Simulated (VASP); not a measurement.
The system is As2CO3.

```
As C O
1.0
     3.33752    0.00000    0.00000
     0.00000    3.33752    0.00000
     0.00000    0.00000    7.31462
As C O
2 1 3
Direct
  0.00000 0.50000 0.73400
  0.50000 0.00000 0.26600
  0.00000 0.00000 0.00000
  0.50000 0.50000 0.00000
  0.00000 0.50000 0.38200
  0.50000 0.00000 0.61800
```

The cell was generated, and may not be a known phase.

| Property | Result |
| --- | --- |
| Program | VASP 6.6.1 |
| Task | relaxation of cell and atoms |
| Functional | PBE |
| Potentials or basis | VASP PAW PBE potentials, release 64 (As, C, O) |
| Cutoff | 600 eV |
| k mesh | 6 × 6 × 4 |
| Occupations | gaussian, width 0.1 eV |
| Spin | no spin polarisation |

At the start: pressure -24.8 GPa; volume 13.58 Å³/atom.

Question: How do energy, volume and symmetry change on relaxing?

Answer: Over 10 steps the energy falls by 358.6 meV/atom and the volume is 10.43 Å³/atom (-23.2 %); space group P-4m2 (No. 115, to 0.1 Å) before and after.

The path:
```
step  energy change (eV)  largest force (eV/Å)  pressure (GPa)  volume (Å³)
   1              0.0000                1.2077          -24.80        81.48
   2             -2.0137                0.5263            9.01        59.12
   3             -2.0800                0.7565            0.98        61.70
   4             -2.1286                0.3480            1.05        61.90
   5             -2.1360                0.2385            1.08        62.02
   6             -2.1361                0.2218            1.08        62.01
   7             -2.1420                0.1869           -0.75        62.71
   8             -2.1422                0.1813           -1.06        62.83
   9             -2.1476                0.1245           -0.72        62.73
  10             -2.1516                0.0365            0.02        62.55
```

Final structure:
```cif
data_structure
_symmetry_space_group_name_H-M 'P 1'
_symmetry_Int_Tables_number 1
_cell_length_a 3.0593
_cell_length_b 3.0593
_cell_length_c 6.6833
_cell_angle_alpha 90.000
_cell_angle_beta 90.000
_cell_angle_gamma 90.000
_cell_volume 62.55
loop_
_atom_site_label
_atom_site_type_symbol
_atom_site_fract_x
_atom_site_fract_y
_atom_site_fract_z
_atom_site_occupancy
As1 As 0.00000 0.50000 0.71400 1
As2 As 0.50000 0.00000 0.28600 1
C1 C 0.00000 0.00000 0.00000 1
O1 O 0.50000 0.50000 0.00000 1
O2 O 0.00000 0.50000 0.38081 1
O3 O 0.50000 0.00000 0.61919 1
```

Caveat: the volume moved by over 15 % at a fixed basis, so the end points are rough.
